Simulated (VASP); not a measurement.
# P (Cmce) in VASP: a series of runs

Runs on P. Level: PBE. Tasks: single point.

Everything below comes from runs of VASP 6.6.1. Logs are shortened: lines on timing, memory, paths and dates and some standing lists are left out, and cuts for length are marked.

**1. The cell of the first run**

Symmetry: Cmce, No. 64, orthorhombic system. The conventional cell has a = 3.320 Å, b = 11.230 Å, c = 4.544 Å, α = 90.00°, β = 90.00°, γ = 90.00°. P (site symmetry m) has 3 P at 2.23 to 2.26 Å within 3.0 Å.

**2. Single point, PBE**

INCAR reads:

```
  PREC = Accurate
  ENCUT = 520
  EDIFF = 1E-6
  ISMEAR = 1
  SIGMA = 1.0
  LREAL = False
  LASPH = True
  NELM = 100
  ALGO = Normal
  ISIF = 2
  LWAVE = False
  LCHARG = False
  GGA = PE
  NBANDS = 18
```

KPOINTS reads:

```
regular mesh
0
Gamma
  10 10 7
```

POSCAR reads:

```
P
1.0
    1.6601582724     -5.6150920368      0.0000000000
    1.6601582724      5.6150920368      0.0000000000
    0.0000000000      0.0000000000      4.5441911093
P
4
Direct
    0.0944674488      0.9055325512      0.9141610962
    0.5944674488      0.4055325512      0.5858389038
    0.9055325512      0.0944674488      0.0858389038
    0.4055325512      0.5944674488      0.4141610962
```

Potentials or basis: VASP PAW PBE potentials, release 64 (P).

Command:

```sh
$ cat potpaw_PBE.64/P/POTCAR > POTCAR
$ mpirun -np 1 vasp_std > vasp.out
```

OUTCAR:

```text
PREC = Accurate
   ENCUT = 520
   EDIFF = 1E-6
   ISMEAR = 1
   LREAL = False
   LASPH = True
   NELM = 100
   ISIF = 2
   GGA = PE

 ion  position               nearest neighbor table
   1  0.094  0.906  0.914-   2 2.23   2 2.23   3 2.26
   2  0.594  0.406  0.586-   1 2.23   1 2.23   4 2.26
   3  0.906  0.094  0.086-   4 2.23   4 2.23   1 2.26
   4  0.406  0.594  0.414-   3 2.23   3 2.23   2 2.26

  LATTYP: Found a base centered orthorhombic cell.
 ALAT       =     3.3203165448
 B/A-ratio  =     3.3822630831
 C/A-ratio  =     1.3686017727

  Lattice vectors:

 A1 = (   1.6601582724,  -5.6150920368,   0.0000000000)
 A2 = (   1.6601582724,   5.6150920368,   0.0000000000)
 A3 = (   0.0000000000,   0.0000000000,   4.5441911093)

Analysis of symmetry for initial positions (statically):
=====================================================================
 Subroutine PRICEL returns:
 Original cell was already a primitive cell.

 Routine SETGRP: Setting up the symmetry group for a
 base centered orthorhombic supercell.

 Subroutine GETGRP returns: Found  8 space group operations
 (whereof  4 operations were pure point group operations)
 out of a pool of  8 trial point group operations.

The static configuration has the point symmetry C_2h.
 The point group associated with its full space group is D_2h.

Analysis of symmetry for dynamics (positions and initial velocities):
=====================================================================
 Subroutine PRICEL returns:
 Original cell was already a primitive cell.

 Routine SETGRP: Setting up the symmetry group for a
 base centered orthorhombic supercell.

 Subroutine GETGRP returns: Found  8 space group operations
 (whereof  4 operations were pure point group operations)
 out of a pool of  8 trial point group operations.

The dynamic configuration has the point symmetry C_2h.
 The point group associated with its full space group is D_2h.

 Subroutine INISYM returns: Found  8 space group operations
 (whereof  4 operations are pure point group operations),
 and found     1 'primitive' translations

----------------------------------------------------------------------------------------

                                     Primitive cell

  volume of cell :      84.7214

  direct lattice vectors                    reciprocal lattice vectors
     1.660158272 -5.615092037  0.000000000     0.301176104 -0.089045735  0.000000000
     1.660158272  5.615092037  0.000000000     0.301176104  0.089045735  0.000000000
     0.000000000  0.000000000  4.544191109     0.000000000  0.000000000  0.220061167

  length of vectors
     5.855372240  5.855372240  4.544191109     0.314063988  0.314063988  0.220061167

  position of ions in fractional coordinates (direct lattice)
     0.094467449  0.905532551  0.914161096
     0.594467449  0.405532551  0.585838904
     0.905532551  0.094467449  0.085838904
     0.405532551  0.594467449  0.414161096

  ion indices of the primitive-cell ions
   primitive index   ion index
                 1           1
                 2           2
                 3           3
                 4           4

----------------------------------------------------------------------------------------

 KPOINTS: regular mesh

Automatic generation of k-mesh.
 Grid dimensions read from file:
 generate k-points for:   10   10    7

 Generating k-lattice:

  Cartesian coordinates                     Fractional coordinates (reciprocal lattice)
     0.030117610 -0.008904574  0.000000000     0.100000000  0.000000000  0.000000000
     0.030117610  0.008904574  0.000000000     0.000000000  0.100000000  0.000000000
     0.000000000  0.000000000  0.031437310     0.000000000  0.000000000  0.142857143

  Length of vectors
     0.031406399  0.031406399  0.031437310

  Shift w.r.t. Gamma in fractional coordinates (k-lattice)
     0.000000000  0.000000000  0.000000000

 Subroutine IBZKPT returns following result:
 ===========================================

 Found    124 irreducible k-points:

 Following reciprocal coordinates:
            Coordinates               Weight
  0.000000  0.000000  0.000000      1.000000
  0.100000  0.000000  0.000000      4.000000
  0.200000  0.000000  0.000000      4.000000
  0.300000  0.000000  0.000000      4.000000
  0.400000  0.000000  0.000000      4.000000
  0.500000  0.000000  0.000000      2.000000
[... 16 lines left out ...]
  0.300000  0.300000  0.000000      2.000000
  0.400000  0.300000  0.000000      4.000000
 [... further k-points ...]
   k-points           NKPTS =    124   k-points in BZ     NKDIM =    124   number of bands    NBANDS=     18
   number of dos      NEDOS =    301   number of ions     NIONS =      4
   total plane-waves  NPLWV =  82944
   dimension x,y,z NGX =    48 NGY =   48 NGZ =   36
   dimension x,y,z NGXF=    96 NGYF=   96 NGZF=   72
   ions per type =               4
   NGX,Y,Z   is equivalent  to a cutoff of  13.63, 13.63, 13.17 a.u.
   NGXF,Y,Z  is equivalent  to a cutoff of  27.26, 27.26, 26.34 a.u.
 SYSTEM =  unknown system
   PREC   = accura    normal or accurate (medium, high low for compatibility)
   ISTART =      0    job   : 0-new  1-cont  2-samecut
   ICHARG =      2    charge: 1-file 2-atom 10-const
   ISPIN  =      1    spin polarized calculation?
   LNONCOLLINEAR =      F non collinear calculations
   LSORBIT =      F    spin-orbit coupling
   LASPH  =      T    aspherical Exc in radial PAW
   ENCUT  =  520.0 eV  38.22 Ry    6.18 a.u.  10.89 10.89  8.45*2*pi/ulx,y,z
   NELM   =    100;   NELMIN=  2; NELMDL= -5     # of ELM steps
   EDIFF  = 0.1E-05   stopping-criterion for ELM
   LREAL  =      F    real-space projection
   EDIFFG = 0.1E-04   stopping-criterion for IOM
   NSW    =      0    number of steps for IOM
   IBRION =     -1    ionic relax: 0-MD 1-quasi-New 2-CG
   NFREE  =      0    steps in history (QN), initial steepest desc. (CG)
   ISIF   =      2    stress and relaxation
   ISYM   =      2    0-nonsym 1-usesym 2-fastsym
   POTIM  = 0.5000    time-step for ionic-motion
   TEBEG  =    0.0;   TEEND  =   0.0 temperature during run
   PSTRESS=    0.0 pullay stress
   NELECT =      20.0000    total number of electrons
   NUPDOWN=      -1.0000    fix difference up-down
   EMIN   =  10.00;   EMAX   =-10.00  energy-range for DOS
   EFERMI =   0.00;   METHOD = LEGACY
   ISMEAR =     1;   SIGMA  =   1.00  broadening in eV -4-tet -1-fermi 0-gaus
   EFERMI_NEDOS =   21; number of points for ismear=-14 and -15
   IALGO  =     38    algorithm
   IMIX   =      4    mixing-type and parameters
     AMIX     =   0.40;   BMIX     =  1.00
     AMIX_MAG =   1.60;   BMIX_MAG =  1.00
  volume/ion in A,a.u.               =      21.18       142.93
  Fermi-wavevector in a.u.,A,eV,Ry     =   1.011783  1.911992 13.928337  1.023704
  Thomas-Fermi vector in A             =   2.144853
   LORBIT       =      0    0 simple, 1 ext, 2 COOP (PROOUT), +10 PAW based schemes
   GGA     = PE    functional components
   LHFCALC =     F    Hartree Fock is set to
   AEXX    =    0.0000 exact exchange contribution
   IVDW    =     0    specifies the selected vdW correction
   LEPSILON=     F    determine dielectric tensor
   LRPA    =     F    only Hartree local field effects (RPA)
 non-spin polarized calculation
 Methfessel and Paxton  Order N= 1 SIGMA  =   1.00
  energy-cutoff  :      520.00
  volume of cell :       84.72
 maximum number of plane-waves:      2298
 NGX is ok and might be reduce to    48
   NGX = 21   NGY = 21   NGZ = 17

 number of electron      19.9999999 magnetization

 Free energy of the ion-electron system (eV)
  ---------------------------------------------------
  ext. energy  EPLUGINS =         0.00000000
  ---------------------------------------------------
  free energy    TOTEN  =       -21.43333845 eV

  energy without entropy =      -21.68127979  energy(sigma->0) =      -21.51598557

 E-fermi :   5.4125     XC(G=0):  -9.2598

 val. band max:        5.4001076914   @ k =   0.5000   0.5000   0.0000
 cond. band min:       5.5396671575   @ k =   0.5000   0.5000   0.0000
 fundamental gap:      0.1395594660
 Fermi energy:         5.4125347590

 k-point     1 :       0.0000    0.0000    0.0000
  band No.  band energies     occupation
      1     -10.0781      2.00000
      2      -7.3867      2.00000
      3      -4.1922      2.00000
      4      -1.0789      2.00000
      5       0.4478      2.00000
      6       0.6489      2.00000
[... 10 lines left out ...]
     17      12.1951     -0.00000
     18      12.6243     -0.00000

 k-point     2 :       0.1000    0.0000    0.0000
  band No.  band energies     occupation
      1      -9.9581      2.00000
      2      -7.2709      2.00000
      3      -4.2478      2.00000
      4      -0.9724      2.00000
      5       0.2505      2.00000
      6       0.7423      2.00000
[... 10 lines left out ...]
     17      11.7881     -0.00000
     18      12.1479     -0.00000

 k-point     3 :       0.2000    0.0000    0.0000
  band No.  band energies     occupation
      1      -9.6007      2.00000
      2      -6.9238      2.00000
      3      -4.5176      2.00000
      4      -0.6668      2.00000
      5      -0.6026      2.00000
      6       0.0060      2.00000
[... 10 lines left out ...]
     17      10.4075     -0.00000
     18      12.0247     -0.00000

 k-point     4 :       0.3000    0.0000    0.0000
  band No.  band energies     occupation
      1      -9.0147      2.00000
      2      -6.3470      2.00000
      3      -5.1874      2.00000
      4      -1.9404      2.00000
      5      -0.4236      2.00000
      6      -0.2232      2.00000
[... 375 lines left out ...]
      4      -0.9208      2.00000
      5       0.2887      2.00000
      6       0.5393      2.00000
[... 10 lines left out ...]
     17      11.5908     -0.00000
     18      12.4986     -0.00000

 k-point    23 :       0.3000    0.3000    0.0000
  band No.  band energies     occupation
      1      -8.1548      2.00000
      2      -6.2251      2.00000
      3      -5.7078      2.00000
      4      -3.1577      2.00000
      5      -0.2909      2.00000
      6       0.3546      2.00000
[... 10 lines left out ...]
     17      11.6543     -0.00000
     18      12.5868     -0.00000

 k-point    24 :       0.4000    0.3000    0.0000
  band No.  band energies     occupation
      1      -8.9360      2.00000
      2      -6.5446      2.00000
      3      -5.2107      2.00000
      4      -1.8069      2.00000
      5      -0.4371      2.00000
      6       0.1603      2.00000
[... 10 lines left out ...]
     17      11.6315     -0.00000
     18      11.8100     -0.00000

 [... further k-points ...]
[... 5 lines left out ...]
  --------------------------------------------------------------------------------------
  -------------------------------------------------------------------------------------
  Total       -0.6514314     -0.0329050     -0.2168602      0.0000000      0.0000000      0.0000000
  in kB      -12.3193072     -0.6222709     -4.1010722      0.0000000      0.0000000      0.0000000
  external PRESSURE =      -5.6808834 kB  Pullay stress =       0.0000000 kB

 VOLUME and BASIS-vectors are now :
 -----------------------------------------------------------------------------
  energy-cutoff  :      520.00
  volume of cell :       84.72
      direct lattice vectors                 reciprocal lattice vectors
     1.660158272 -5.615092037  0.000000000     0.301176104 -0.089045735  0.000000000
     1.660158272  5.615092037  0.000000000     0.301176104  0.089045735  0.000000000
     0.000000000  0.000000000  4.544191109     0.000000000  0.000000000  0.220061167

 POSITION                                       TOTAL-FORCE (eV/Angst)
 -----------------------------------------------------------------------------------
      1.66016      4.55421      4.15412         0.000000      0.010481     -0.059691
      1.66016     -1.06089      2.66216         0.000000      0.010481      0.059691
      1.66016     -4.55421      0.39007         0.000000     -0.010481      0.059691
      1.66016      1.06089      1.88203         0.000000     -0.010481     -0.059691
 -----------------------------------------------------------------------------------
    total drift:                               -0.000000     -0.000000      0.000000

  FREE ENERGIE OF THE ION-ELECTRON SYSTEM (eV)
  ---------------------------------------------------
  free  energy   TOTEN  =       -21.4333384503 eV

  energy  without entropy=      -21.6812797945  energy(sigma->0) =      -21.51598557
```

It took 1.8 min on 1 thread of Intel Xeon 6975P-C (Granite Rapids), shared host; peak memory 0.33 GiB.

What came out:

```yaml
Free_energy: -21.4333 eV
Pressure: -0.6 GPa
Largest_force: 0.061 eV/Å
Band_gap_on_the_k_mesh: 0.14 eV, direct
```

Forces in eV/Å, atoms in the order of the input:
```
P    0.000  0.010 -0.060
P    0.000  0.010  0.060
P    0.000 -0.010  0.060
P    0.000 -0.010 -0.060
```

Levels at points of the mesh, in eV from the valence-band top:
| k point | band 7 | band 8 | band 9 | band 10 | band 11 | band 12 | band 13 | band 14 |
| --- | --- | --- | --- | --- | --- | --- | --- | --- |
| (0.00, 0.00, 0.00) | -3.84 | -2.61 | -2.32 | -1.01 | 0.77 | 1.18 | 2.05 | 2.87 |
| (0.50, 0.00, 0.00) | -3.22 | -3.22 | -2.50 | -2.50 | 0.78 | 0.78 | 1.53 | 1.53 |
| (0.50, 0.50, 0.00) | -3.92 | -2.19 | -1.60 | 0.00 | 0.14 | 0.99 | 2.22 | 2.79 |

A k mesh can miss the band edges.

**3. Single point, PBE**

INCAR reads:

```
SYSTEM = P
PREC = Accurate
ENCUT = 520
EDIFF = 1E-6
ISMEAR = -1
SIGMA = 0.05
LREAL = .False.
LASPH = .True.
NELM = 80
ALGO = Normal
ISIF = 2
LWAVE = .False.
LCHARG = .False.
GGA = PE
NBANDS = 18
```

KPOINTS reads:

```
regular mesh
0
Gamma
  11 11 8
  0 0 0
```

POSCAR is that of step 2.

Potentials or basis: VASP PAW PBE potentials, release 64 (P).

Command:

```sh
$ cat potpaw_PBE.64/P/POTCAR > POTCAR
$ mpirun -np 1 vasp_std > vasp.out
```

OUTCAR:

```text
SYSTEM = P
   PREC = Accurate
   ENCUT = 520
   EDIFF = 1E-6
   ISMEAR = -1
   LREAL = .False.
   LASPH = .True.
   NELM = 80
   ISIF = 2
   GGA = PE

 ion  position               nearest neighbor table
   1  0.094  0.906  0.914-   2 2.23   2 2.23   3 2.26
   2  0.594  0.406  0.586-   1 2.23   1 2.23   4 2.26
   3  0.906  0.094  0.086-   4 2.23   4 2.23   1 2.26
   4  0.406  0.594  0.414-   3 2.23   3 2.23   2 2.26

  LATTYP: Found a base centered orthorhombic cell.
 ALAT       =     3.3203165448
 B/A-ratio  =     3.3822630831
 C/A-ratio  =     1.3686017727

  Lattice vectors:

 A1 = (   1.6601582724,  -5.6150920368,   0.0000000000)
 A2 = (   1.6601582724,   5.6150920368,   0.0000000000)
 A3 = (   0.0000000000,   0.0000000000,   4.5441911093)

Analysis of symmetry for initial positions (statically):
=====================================================================
 Subroutine PRICEL returns:
 Original cell was already a primitive cell.

 Routine SETGRP: Setting up the symmetry group for a
 base centered orthorhombic supercell.

[... 167 lines left out ...]
  ---------------------------------------------------
  free energy    TOTEN  =       -21.50798914 eV

  energy without entropy =      -21.50773682  energy(sigma->0) =      -21.50786298

 E-fermi :   5.4785     XC(G=0):  -9.2611

 val. band max:        5.3747104186   @ k =  -0.4545   0.4545   0.0000
 cond. band min:       5.5857364385   @ k =  -0.4545   0.4545   0.0000
 fundamental gap:      0.2110260200
 Fermi energy:         5.4784606580

 k-point     1 :       0.0000    0.0000    0.0000
  band No.  band energies     occupation
      1     -10.0752      2.00000
      2      -7.3837      2.00000
      3      -4.1912      2.00000
      4      -1.0782      2.00000
      5       0.4446      2.00000
      6       0.6473      2.00000
[... 481 lines left out ...]
      5       0.3088      2.00000
      6       0.5591      2.00000
[... 10 lines left out ...]
     17      11.6104      0.00000
     18      12.5690      0.00000

 [... further k-points ...]
[... 5 lines left out ...]
  --------------------------------------------------------------------------------------
  -------------------------------------------------------------------------------------
  Total       -0.3938133     -0.0424836     -0.1689156      0.0000000      0.0000000      0.0000000
  in kB       -7.4474568     -0.8034134     -3.1943862      0.0000000      0.0000000      0.0000000
  external PRESSURE =      -3.8150855 kB  Pullay stress =       0.0000000 kB

 VOLUME and BASIS-vectors are now :
 -----------------------------------------------------------------------------
  energy-cutoff  :      520.00
  volume of cell :       84.72
      direct lattice vectors                 reciprocal lattice vectors
     1.660158272 -5.615092037  0.000000000     0.301176104 -0.089045735  0.000000000
     1.660158272  5.615092037  0.000000000     0.301176104  0.089045735  0.000000000
     0.000000000  0.000000000  4.544191109     0.000000000  0.000000000  0.220061167

 POSITION                                       TOTAL-FORCE (eV/Angst)
 -----------------------------------------------------------------------------------
      1.66016      4.55421      4.15412         0.000000      0.016678     -0.052880
      1.66016     -1.06089      2.66216         0.000000      0.016678      0.052880
      1.66016     -4.55421      0.39007         0.000000     -0.016678      0.052880
      1.66016      1.06089      1.88203         0.000000     -0.016678     -0.052880
 -----------------------------------------------------------------------------------
    total drift:                               -0.000000     -0.000000      0.000000

  FREE ENERGIE OF THE ION-ELECTRON SYSTEM (eV)
  ---------------------------------------------------
  free  energy   TOTEN  =       -21.5079891433 eV

  energy  without entropy=      -21.5077368218  energy(sigma->0) =      -21.50786298
```

OSZICAR:

```text
N       E                     dE             d eps       ncg     rms          rms(c)
DAV:   1     0.591172857735E+02    0.59117E+02   -0.81860E+03  6480   0.934E+02
DAV:   2    -0.177572927242E+02   -0.76875E+02   -0.73764E+02  8586   0.149E+02
DAV:   3    -0.216153163942E+02   -0.38580E+01   -0.38303E+01  8710   0.340E+01
DAV:   4    -0.216606164076E+02   -0.45300E-01   -0.45264E-01  8356   0.437E+00
DAV:   5    -0.216615410936E+02   -0.92469E-03   -0.92454E-03  8452   0.599E-01    0.996E+00
DAV:   6    -0.215530156616E+02    0.10853E+00   -0.56248E-02  7698   0.121E+00    0.591E+00
DAV:   7    -0.215074739213E+02    0.45542E-01   -0.10377E-01  7802   0.169E+00    0.259E-01
DAV:   8    -0.215078246628E+02   -0.35074E-03   -0.99620E-03  7318   0.560E-01    0.130E-01
DAV:   9    -0.215079293605E+02   -0.10470E-03   -0.40194E-04  8650   0.119E-01    0.771E-02
DAV:  10    -0.215079749006E+02   -0.45540E-04   -0.56584E-05  7914   0.402E-02    0.331E-02
DAV:  11    -0.215079885012E+02   -0.13601E-04   -0.17873E-05  7630   0.276E-02    0.880E-03
DAV:  12    -0.215079891433E+02   -0.64207E-06   -0.60746E-07  4902   0.465E-03
   1 F= -.21507989E+02 E0= -.21507863E+02  d E =-.252322E-03
```

Run time: 2.4 min. Hardware: 1 thread of Intel Xeon 6975P-C (Granite Rapids), shared host; peak memory 0.37 GiB.

What came out:

```yaml
Free_energy: -21.5080 eV
Pressure: -0.4 GPa
Largest_force: 0.055 eV/Å
Band_gap_on_the_k_mesh: 0.21 eV, direct
```

Forces in eV/Å, atoms in the order of the input:
```
P    0.000  0.017 -0.053
P    0.000  0.017  0.053
P    0.000 -0.017  0.053
P    0.000 -0.017 -0.053
```

Stress tensor (GPa, compression positive):
```
-0.74  0.00  0.00
 0.00 -0.08  0.00
 0.00  0.00 -0.32
```

Levels at points of the mesh, in eV from the valence-band top:
| k point | band 6 | band 7 | band 8 | band 9 | band 10 | band 11 | band 12 | band 13 | band 14 | band 15 |
| --- | --- | --- | --- | --- | --- | --- | --- | --- | --- | --- |
| (0.00, 0.00, 0.00) | -4.73 | -3.81 | -2.59 | -2.29 | -0.99 | 0.80 | 1.21 | 2.08 | 2.90 | 5.41 |
| (0.00, 0.00, 0.50) | -4.12 | -3.00 | -3.00 | -1.48 | -1.48 | 1.56 | 1.56 | 2.95 | 2.95 | 4.55 |

A k mesh can miss the band edges.
